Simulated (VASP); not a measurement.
Write the native input for VASP 6.6.1 that does the following.

```yaml
Task: relaxation of cell and atoms
Functional: PBEsol
Dispersion: D4
Potentials_or_basis: VASP PAW PBE potentials, release 64 (Mn_pv, S)
Cutoff: 600 eV
k_mesh: 9 × 9 × 9
Occupations: fermi-dirac, width 0.05 eV
Spin: collinear spin, ferromagnetic start
Starting_moments: "[4.0, 0.0] μB"
Dipole_correction: no
Further_INCAR_settings: ALGO = Normal; EDIFF = 1e-06; IBRION = 2; EDIFFG = -0.02; NSW = 80; ISIF = 3
```

The structure of MnS lies in POSCAR:

```
MnS
1.0
    0.0000000000      2.6045000000      2.6045000000
    2.6045000000      0.0000000000      2.6045000000
    2.6045000000      2.6045000000      0.0000000000
Mn S
1 1
Direct
    0.0000000000      0.0000000000      0.0000000000
    0.5000000000      0.5000000000      0.5000000000
```

One way to write it, as run:

INCAR

```
ALGO = Normal
EDIFF = 1E-6
EDIFFG = -0.02
ENCUT = 600
GGA = PS
IBRION = 2
ISIF = 3
ISMEAR = -1
ISPIN = 2
IVDW = 13
LASPH = True
LCHARG = False
LMAXMIX = 4
LORBIT = 11
LREAL = False
LWAVE = False
MAGMOM = 4 0
NELM = 150
NSW = 80
PREC = Accurate
SIGMA = 0.05
```

KPOINTS

```
k-points
0
Gamma
  9 9 9
```

Potentials or basis: VASP PAW PBE potentials, release 64 (Mn_pv, S).

The run is started by

```console
$ cat potpaw_PBE.64/Mn_pv/POTCAR potpaw_PBE.64/S/POTCAR > POTCAR
$ mpirun -np 1 vasp_std > vasp.out
```

Results of the run:

```
Relaxed volume                                        : 14.48 Å³/atom
Relaxed cell                                          : a = 3.447 Å, b = 3.447 Å, c = 3.447 Å, α = 60.00°, β = 60.00°, γ = 60.00°
Space group after relaxing (to 0.05 Å)                : Fm-3m (No. 225)
Energy gained by relaxing                             : 109.5 meV/atom
Ionic steps                                           : 6
Pressure after relaxing                               : 0.0 GPa
Net moment                                            : 3.94 μB per cell
Site moments                                          : Mn +3.65; S +0.05 μB
Valence electrons inside the program's atomic spheres : Mn 11.56; S 3.73
Dispersion energy per atom                            : -0.276 eV
```

Caveat: the volume moved by over 15 % at a fixed basis, so the end points are rough; the PAW data sets were made with another functional, which shifts forces and pressure a little; the volume moved by -18 % from the deposited cell, more than functionals usually miss; a cell with one magnetic atom can't hold antiferromagnetic order, which such compounds often take; pairwise dispersion overbinds metals, which lowers pressure and volume.

Wall time 3 min on 1 thread of Intel(R) Xeon(R) Platinum 8488C (Sapphire Rapids) (shared host), peak memory 0.22 GiB.
